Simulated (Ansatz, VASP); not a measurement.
# TiC in VASP and in Ansatz

```
CELL_PARAMETERS angstrom
0.00000 2.20644 2.20644
2.20644 0.00000 2.20644
2.20644 2.20644 0.00000
ATOMIC_POSITIONS crystal
Ti 0.00000 0.00000 0.00000
C 0.50000 0.50000 0.50000
```

Change from the starting cell: volume scaled by 1.06.

Alike in both runs: task single point; functional PBEsol; k mesh 14 × 14 × 14; occupations fermi-dirac, width 0.03 eV; no spin polarisation.

|  | VASP | Ansatz |
| --- | --- | --- |
| version | VASP 6.6.1 | Ansatz 0.2.0 |
| potentials or method | VASP PAW PBE potentials, release 64 (Ti_sv, C), cutoff 520 eV | all-electron LAPW, scalar-relativistic |

Ansatz gave:

```
pressure (GPa) : -18.7
```

Task: Which values does VASP return?

Result: Pressure (GPa): -18.4.

VASP's potentials were made for PBE, not for PBEsol. Ansatz ran all-electron here, and VASP with PAW potentials.
